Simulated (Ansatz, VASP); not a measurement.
# Mo in VASP and in Ansatz

File INCAR:

```
SYSTEM = Mo
  PREC = Accurate
  ENCUT = 520
  EDIFF = 1E-7
  ISMEAR = 0
  SIGMA = 0.15
  LREAL = .False.
  LASPH = .True.
  NELM = 80
  ALGO = Normal
  ISIF = 2
  LWAVE = .False.
  LCHARG = .False.
  GGA = PE
  NBANDS = 13
```

The input KPOINTS:

```
regular mesh
0
Gamma
  20 20 20
  0 0 0
```

The input POSCAR:

```
Mo
1.0
    0.0000000000      2.1762000000      2.1762000000
    2.1762000000      0.0000000000      2.1762000000
    2.1762000000      2.1762000000      0.0000000000
Mo
1
Direct
    0.0000000000      0.0000000000      0.0000000000
```

Input for Ansatz:

```yaml
crystal:
  lattice:
    - [0.0, 2.1762, 2.1762]
    - [2.1762, 0.0, 2.1762]
    - [2.1762, 2.1762, 0.0]
  atoms:
    - { symbol: Mo, position: [0.0, 0.0, 0.0] }
basis:
  ecutwfc: 420
kpoints:
  mp_grid: { grid: [20, 20, 20] }
hamiltonian:
  xc: pbe
scf:
  occupations: { method: gaussian, width: 0.15 }
output:
  forces: true
  stress: true
  eigenvalues: true
```

Change from the starting cell: strain +0.080 along x and y, +0.080 along z, atoms carried along.

Alike in both runs: task single point; functional PBE; k mesh 20 × 20 × 20; occupations gaussian, width 0.15 eV; no spin polarisation.

|  | VASP | Ansatz |
| --- | --- | --- |
| version | VASP 6.6.1 | Ansatz 0.2.0 |
| potentials or method | VASP PAW PBE potentials, release 64 (Mo_sv), cutoff 520 eV | scalar-relativistic, plane waves, PAW |
| valence electrons in the cell | 14 | 14 |

|  | VASP | Ansatz | Ansatz less VASP |
| --- | --- | --- | --- |
| gap on the k mesh at the Fermi level (eV) | none | none | - |
| pressure (GPa) | -35.0 | -35.2 | -0.16 |

A gap of «none» marks a metal or a gap that the smearing closes. Both programs put the cell under strong tension, so it lies far from rest at this level.

Noted on VASP's run: the cell as given lies far from equilibrium.
